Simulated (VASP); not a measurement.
# Au16Cl in VASP: single point with PBE

Aim: the single point of Au16Cl with PBE.

Program: VASP 6.6.1. These are calculated values, not measurements. Logs are shortened: lines on timing, memory, paths and dates and some standing lists are left out, and cuts for length are marked.

**1. The cell of the first run**

The cell holds a slab with vacuum, 17 atoms: a = 8.160 Å, b = 5.770 Å, c = 16.327 Å, α = 90.00°, β = 90.00°, γ = 90.00°.

**2. Single point, PBE**

Contents of INCAR:

```
ALGO = Normal
EDIFF = 1E-6
ENCUT = 520
GGA = PE
ISIF = 2
ISMEAR = 0
LASPH = True
LCHARG = False
LREAL = Auto
LWAVE = False
NBANDS = 106
NELM = 60
PREC = Accurate
SIGMA = 0.05
```

Contents of KPOINTS:

```
k-points
0
Gamma
  2 3 1
```

Contents of POSCAR:

```
Au16Cl
1.0
    8.1600000000      0.0000000000      0.0000000000
    0.0000000000      5.7699910000      0.0000000000
    0.0000000000      0.0000000000     16.3274940000
Au Cl
16 1
Direct
    0.2500000000      0.2500000433      0.0612463860
    0.7500000000      0.2500000433      0.0612463860
    0.2500000000      0.7499999567      0.0612463860
    0.7500000000      0.7499999567      0.0612463860
   -0.0008208333      0.0015637806      0.1388794876
    0.5015998775      0.0014908169      0.1392499057
   -0.0024089461      0.5016103145      0.1398855207
    0.5022401961      0.5015749591      0.1399437048
   -0.0504480392      0.2589101092      0.2908686416
    0.5525736520      0.2588135753      0.2909138414
   -0.0580469363      0.7575582007      0.2913910732
    0.5612297794      0.7571838500      0.2914126320
   -0.2486792892      0.0218080063      0.4039238355
    0.2508960784      0.0023736605      0.2613843251
   -0.2503998775      0.5269687596      0.4059864913
    0.2505819853      0.5066321594      0.2608168773
   -0.2312876225      0.3725229381      0.5388485826
```

Potentials or basis: VASP PAW PBE potentials, release 64 (Au, Cl).

Run with:

```
$ cat potpaw_PBE.64/Au/POTCAR potpaw_PBE.64/Cl/POTCAR > POTCAR
$ mpirun -np 1 vasp_std > vasp.out
```

OUTCAR:

```text
EDIFF = 1E-6
   ENCUT = 520
   GGA = PE
   ISIF = 2
   ISMEAR = 0
   LASPH = True
   LREAL = Auto
   NELM = 60
   PREC = Accurate

 ion  position               nearest neighbor table
   1  0.250  0.250  0.061-   5 2.80   6 2.81   8 2.83   7 2.83   3 2.88   3 2.88  14 3.57  16 3.58

   2  0.750  0.250  0.061-   6 2.79   5 2.79   7 2.80   8 2.80   4 2.88   4 2.88
   3  0.250  0.750  0.061-   5 2.81   8 2.82   6 2.82   7 2.82   1 2.88   1 2.88  16 3.55  14 3.58

   4  0.750  0.750  0.061-   7 2.79   8 2.79   6 2.80   5 2.80   2 2.88   2 2.88
   5  0.999  0.002  0.139-   2 2.79   4 2.80   1 2.80   3 2.81  14 2.87   7 2.88   7 2.89  11 2.90
                             9 2.92
   6  0.502  0.001  0.139-   2 2.79   4 2.80   1 2.81   3 2.82  14 2.86   8 2.88   8 2.89  12 2.90
                            10 2.92
   7  0.998  0.502  0.140-   4 2.79   2 2.80   3 2.82   1 2.83  16 2.86   9 2.86   5 2.88   5 2.89
                            11 2.92
   8  0.502  0.502  0.140-   4 2.79   2 2.80   3 2.82   1 2.83  16 2.85  10 2.86   6 2.88   6 2.89
                            12 2.92
   9  0.950  0.259  0.291-  13 2.81   7 2.86  11 2.88  16 2.88  11 2.89  14 2.91   5 2.92  15 2.93
                            10 3.24
  10  0.553  0.259  0.291-  13 2.81   8 2.86  12 2.88  16 2.89  12 2.90  14 2.91  15 2.92   6 2.92
                             9 3.24
  11  0.942  0.758  0.291-  15 2.78  13 2.85   9 2.88   9 2.89   5 2.90   7 2.92  14 2.93  16 2.95
                            12 3.11
  12  0.561  0.757  0.291-  15 2.76  13 2.85  10 2.88  10 2.90   6 2.90   8 2.92  14 2.94  16 2.96
                            11 3.11
  13  0.751  0.022  0.404-   9 2.81  10 2.81  12 2.85  11 2.85  15 2.86  15 2.92  17 2.99
  14  0.251  0.002  0.261-   6 2.86  16 2.86   5 2.87  16 2.91   9 2.91  10 2.91  11 2.93  12 2.94
                             1 3.57   3 3.58
  15  0.750  0.527  0.406-  17 2.35  12 2.76  11 2.78  13 2.86  13 2.92  10 2.92   9 2.93
  16  0.251  0.507  0.261-   8 2.85   7 2.86  14 2.86   9 2.88  10 2.89  14 2.91  11 2.95  12 2.96
                             3 3.55   1 3.58
  17  0.769  0.373  0.539-  15 2.35  13 2.99

  LATTYP: Found a simple orthorhombic cell.
 ALAT       =     5.7699910000
 B/A-ratio  =     1.4142136444
 C/A-ratio  =     2.8297260776

  Lattice vectors:

 A1 = (   0.0000000000,  -5.7699910000,   0.0000000000)
 A2 = (   8.1600000000,   0.0000000000,   0.0000000000)
 A3 = (   0.0000000000,   0.0000000000,  16.3274940000)

Analysis of symmetry for initial positions (statically):
=====================================================================
 Subroutine PRICEL returns:
 Original cell was already a primitive cell.

 Routine SETGRP: Setting up the symmetry group for a
 simple orthorhombic supercell.

 Subroutine GETGRP returns: Found  1 space group operations
 (whereof  1 operations were pure point group operations)
 out of a pool of  8 trial point group operations.

The static configuration has the point symmetry C_1 .

Analysis of symmetry for dynamics (positions and initial velocities):
=====================================================================
 Subroutine PRICEL returns:
 Original cell was already a primitive cell.

 Routine SETGRP: Setting up the symmetry group for a
 simple orthorhombic supercell.

 Subroutine GETGRP returns: Found  1 space group operations
 (whereof  1 operations were pure point group operations)
 out of a pool of  8 trial point group operations.

The dynamic configuration has the point symmetry C_1 .

 Subroutine INISYM returns: Found  1 space group operations
 (whereof  1 operations are pure point group operations),
 and found     1 'primitive' translations

----------------------------------------------------------------------------------------

                                     Primitive cell

  volume of cell :     768.7495

  direct lattice vectors                    reciprocal lattice vectors
     8.160000000  0.000000000  0.000000000     0.122549020  0.000000000  0.000000000
     0.000000000  5.769991000  0.000000000     0.000000000  0.173310496  0.000000000
     0.000000000  0.000000000 16.327494000     0.000000000  0.000000000  0.061246386

  length of vectors
     8.160000000  5.769991000 16.327494000     0.122549020  0.173310496  0.061246386

  position of ions in fractional coordinates (direct lattice)
     0.250000000  0.250000043  0.061246386
     0.750000000  0.250000043  0.061246386
     0.250000000  0.749999957  0.061246386
     0.750000000  0.749999957  0.061246386
     0.999179167  0.001563781  0.138879488
     0.501599877  0.001490817  0.139249906
[... 9 lines left out ...]
     0.250581985  0.506632159  0.260816877
     0.768712378  0.372522938  0.538848583

  ion indices of the primitive-cell ions
   primitive index   ion index
                 1           1
                 2           2
                 3           3
                 4           4
                 5           5
                 6           6
[... 9 lines left out ...]
                16          16
                17          17

----------------------------------------------------------------------------------------

 KPOINTS: k-points

Automatic generation of k-mesh.
 Grid dimensions read from file:
 generate k-points for:    2    3    1

 Generating k-lattice:

  Cartesian coordinates                     Fractional coordinates (reciprocal lattice)
     0.061274510  0.000000000  0.000000000     0.500000000  0.000000000  0.000000000
     0.000000000  0.057770165  0.000000000     0.000000000  0.333333333  0.000000000
     0.000000000  0.000000000  0.061246386     0.000000000  0.000000000  1.000000000

  Length of vectors
     0.061274510  0.057770165  0.061246386

  Shift w.r.t. Gamma in fractional coordinates (k-lattice)
     0.000000000  0.000000000  0.000000000

 Subroutine IBZKPT returns following result:
 ===========================================

 Found      4 irreducible k-points:

 Following reciprocal coordinates:
            Coordinates               Weight
  0.000000  0.000000  0.000000      1.000000
  0.500000  0.000000  0.000000      1.000000
  0.000000  0.333333  0.000000      2.000000
  0.500000  0.333333  0.000000      2.000000
   k-points           NKPTS =      4   k-points in BZ     NKDIM =      4   number of bands    NBANDS=    106
   number of dos      NEDOS =    301   number of ions     NIONS =     17
   total plane-waves  NPLWV = 387072
   dimension x,y,z NGX =    64 NGY =   48 NGZ =  126
   dimension x,y,z NGXF=   128 NGYF=   96 NGZF=  252
   ions per type =              16   1
   NGX,Y,Z   is equivalent  to a cutoff of  13.04, 13.83, 12.83 a.u.
   NGXF,Y,Z  is equivalent  to a cutoff of  26.08, 27.66, 25.66 a.u.
 SYSTEM =  unknown system
   PREC   = accura    normal or accurate (medium, high low for compatibility)
   ISTART =      0    job   : 0-new  1-cont  2-samecut
   ICHARG =      2    charge: 1-file 2-atom 10-const
   ISPIN  =      1    spin polarized calculation?
   LNONCOLLINEAR =      F non collinear calculations
   LSORBIT =      F    spin-orbit coupling
   LASPH  =      T    aspherical Exc in radial PAW
   ENCUT  =  520.0 eV  38.22 Ry    6.18 a.u.  15.17 10.73 30.36*2*pi/ulx,y,z
   NELM   =     60;   NELMIN=  2; NELMDL= -5     # of ELM steps
   EDIFF  = 0.1E-05   stopping-criterion for ELM
   LREAL  =      T    real-space projection
   EDIFFG = 0.1E-04   stopping-criterion for IOM
   NSW    =      0    number of steps for IOM
[... 5 lines left out ...]
   TEBEG  =    0.0;   TEEND  =   0.0 temperature during run
   PSTRESS=    0.0 pullay stress
   NELECT =     183.0000    total number of electrons
   NUPDOWN=      -1.0000    fix difference up-down
   EMIN   =  10.00;   EMAX   =-10.00  energy-range for DOS
   EFERMI =   0.00;   METHOD = LEGACY
   ISMEAR =     0;   SIGMA  =   0.05  broadening in eV -4-tet -1-fermi 0-gaus
   EFERMI_NEDOS =   21; number of points for ismear=-14 and -15
   IALGO  =     38    algorithm
   IMIX   =      4    mixing-type and parameters
     AMIX     =   0.40;   BMIX     =  1.00
     AMIX_MAG =   1.60;   BMIX_MAG =  1.00
  volume/ion in A,a.u.               =      45.22       305.16
  Fermi-wavevector in a.u.,A,eV,Ry     =   1.014605  1.917325 14.006149  1.029423
  Thomas-Fermi vector in A             =   2.147842
   LORBIT       =      0    0 simple, 1 ext, 2 COOP (PROOUT), +10 PAW based schemes
   GGA     = PE    functional components
   LHFCALC =     F    Hartree Fock is set to
   AEXX    =    0.0000 exact exchange contribution
   IVDW    =     0    specifies the selected vdW correction
   LEPSILON=     F    determine dielectric tensor
   LRPA    =     F    only Hartree local field effects (RPA)
 non-spin polarized calculation
 Gauss-broadening in eV      SIGMA  =   0.05
  energy-cutoff  :      520.00
  volume of cell :      768.75
 maximum number of plane-waves:     20751
 NGX is ok and might be reduce to    64
   NGX = 31   NGY = 21   NGZ = 61

 number of electron     183.0000009 magnetization

 Free energy of the ion-electron system (eV)
  ---------------------------------------------------
  ext. energy  EPLUGINS =         0.00000000
  ---------------------------------------------------
  free energy    TOTEN  =       -49.54823459 eV

  energy without entropy =      -49.54749658  energy(sigma->0) =      -49.54786558

 E-fermi :  -0.0993     XC(G=0):  -6.0721

 val. band max:       -0.1894159022   @ k =   0.0000   0.3333   0.0000
 cond. band min:      -0.0087409567   @ k =   0.0000   0.3333   0.0000
 fundamental gap:      0.1806749455
 Fermi energy:        -0.0993404819

 k-point     1 :       0.0000    0.0000    0.0000
  band No.  band energies     occupation
      1     -14.5368      2.00000
      2      -7.9536      2.00000
      3      -6.7972      2.00000
      4      -6.6193      2.00000
      5      -6.1211      2.00000
      6      -6.0789      2.00000
[... 95 lines left out ...]
    102       2.7432      0.00000
    103       3.7462      0.00000

 k-point     2 :       0.5000    0.0000    0.0000
  band No.  band energies     occupation
      1     -14.5368      2.00000
      2      -7.4754      2.00000
      3      -7.3201      2.00000
      4      -6.5583      2.00000
      5      -6.3202      2.00000
      6      -6.1287      2.00000
[... 95 lines left out ...]
    102       2.6485      0.00000
    103       2.9925      0.00000

 k-point     3 :       0.0000    0.3333    0.0000
  band No.  band energies     occupation
      1     -14.5340      2.00000
      2      -7.3427      2.00000
      3      -6.2662      2.00000
      4      -6.1703      2.00000
      5      -6.0342      2.00000
      6      -5.7131      2.00000
[... 95 lines left out ...]
    102       3.6609      0.00000
    103       4.4379      0.00000

 k-point     4 :       0.5000    0.3333    0.0000
  band No.  band energies     occupation
      1     -14.5340      2.00000
      2      -6.8958      2.00000
      3      -6.7385      2.00000
      4      -6.0962      2.00000
      5      -6.0812      2.00000
      6      -5.9195      2.00000
[... 95 lines left out ...]
    102       3.4847      0.00000
    103       4.1282      0.00000
 [bands above 103 left out]

------------------------ aborting loop because EDIFF is reached ----------------------------------------

  FORCE on cell =-STRESS in cart. coord.  units (eV):
  Direction    XX          YY          ZZ          XY          YZ          ZX
  --------------------------------------------------------------------------------------
  -------------------------------------------------------------------------------------
  Total       -2.7927426    -15.9500339     -0.8067813     -0.0155825     -1.4934147     -0.0486167
  in kB       -5.8204514    -33.2420169     -1.6814408     -0.0324760     -3.1124772     -0.1013238
  external PRESSURE =     -13.5813030 kB  Pullay stress =       0.0000000 kB

 VOLUME and BASIS-vectors are now :
 -----------------------------------------------------------------------------
  energy-cutoff  :      520.00
  volume of cell :      768.75
      direct lattice vectors                 reciprocal lattice vectors
     8.160000000  0.000000000  0.000000000     0.122549020  0.000000000  0.000000000
     0.000000000  5.769991000  0.000000000     0.000000000  0.173310496  0.000000000
     0.000000000  0.000000000 16.327494000     0.000000000  0.000000000  0.061246386

 POSITION                                       TOTAL-FORCE (eV/Angst)
 -----------------------------------------------------------------------------------
      2.04000      1.44250      1.00000         0.006901      0.036776     -0.069191
      6.12000      1.44250      1.00000        -0.004307      0.035270      0.113086
      2.04000      4.32749      1.00000         0.002624      0.003870     -0.090770
      6.12000      4.32749      1.00000        -0.002983      0.005845      0.100763
      8.15330      0.00902      2.26755         0.001261      0.004366     -0.003773
      4.09306      0.00860      2.27360         0.000429      0.004382     -0.004330
[... 9 lines left out ...]
      2.04475      2.92326      4.25849         0.000039      0.014000      0.000002
      6.27269      2.14945      8.79805        -0.008383     -0.333084     -0.088417
 -----------------------------------------------------------------------------------
    total drift:                               -0.000142     -0.006009      0.014910

  FREE ENERGIE OF THE ION-ELECTRON SYSTEM (eV)
  ---------------------------------------------------
  free  energy   TOTEN  =       -49.5482345850 eV

  energy  without entropy=      -49.5474965812  energy(sigma->0) =      -49.54786558
```

Run time: 7 min. Hardware: 1 thread of Intel Xeon 6975P-C (Granite Rapids), shared host; peak memory 0.82 GiB.

Results:

* Free energy: -49.5482 eV
* Largest force: 0.345 eV/Å
* Band gap on the k mesh: zero (an odd number of electrons rules out a gap without spin polarisation)

Forces in eV/Å, atoms in the order of the input:
```
Au   0.007  0.037 -0.069
Au  -0.004  0.035  0.113
Au   0.003  0.004 -0.091
Au  -0.003  0.006  0.101
Au   0.001  0.004 -0.004
Au   0.000  0.004 -0.004
Au   0.000  0.007  0.002
Au   0.001  0.007  0.003
Au   0.010  0.020  0.002
Au  -0.011  0.018  0.003
Au  -0.020  0.030  0.006
Au   0.022  0.029  0.009
Au   0.003  0.054  0.022
Au   0.001  0.003 -0.002
Au  -0.002  0.061 -0.002
Au   0.000  0.014  0.000
Cl  -0.008 -0.333 -0.088
```

Caveat: the k points lie up to 0.38 Å⁻¹ apart, too coarse for converged energies and pressures of a metal; there is no dipole correction, which matters where the two faces differ; spin-orbit coupling is left out, which moves the levels of the heavy elements.

The gap in the log of VASP goes by the Fermi energy; the results here count the filled bands.